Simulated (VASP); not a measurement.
A run of VASP 6.6.1 is set up as follows.

File INCAR:

```
SYSTEM = BaTiO3
PREC = Accurate
ENCUT = 520
EDIFF = 1E-7
ISMEAR = 0
SIGMA = 0.02
LREAL = .False.
LASPH = .True.
NELM = 80
ALGO = Normal
ISIF = 2
LWAVE = .False.
LCHARG = .False.
GGA = PE
NBANDS = 28
```

File KPOINTS:

```
regular mesh
0
Gamma
  6 6 6
  0 0 0
```

The input POSCAR:

```
BaTiO3
1.0
    2.9416827152      1.6983813075      2.4552505325
   -2.9416827152      1.6983813075      2.4552505325
    0.0000000000     -3.3967626149      2.4552505325
Ba Ti O
1 1 3
Direct
    0.0140312093      0.0140312093      0.0140312093
    0.5289878218      0.5289878218      0.5289878218
    0.4850518934      0.4850518934      0.9655771822
    0.4850518934      0.9655771822      0.4850518934
    0.9655771822      0.4850518934      0.4850518934
```

Potentials or basis: VASP PAW PBE potentials, release 64 (Ba_sv, Ti_sv, O).

The run is started by

```console
$ cat potpaw_PBE.64/Ba_sv/POTCAR potpaw_PBE.64/Ti_sv/POTCAR potpaw_PBE.64/O/POTCAR > POTCAR
$ mpirun -np 1 vasp_std > vasp.out
```

Predict the band gap on the k mesh.

3.00 eV (least direct gap 3.64 eV).

Predict the largest force.

0.127 eV/Å.

Predict the pressure.

-5.2 GPa.

Forces on the atoms (eV/Å):
```
Ba   0.000  0.000 -0.065
Ti   0.000  0.000 -0.127
O    0.000 -0.049  0.064
O   -0.042  0.025  0.064
O    0.042  0.025  0.064
```

Caveat: the cell stands under tension; spin-orbit coupling is left out, which moves the levels of the heavy elements. A k mesh can miss the band edges.
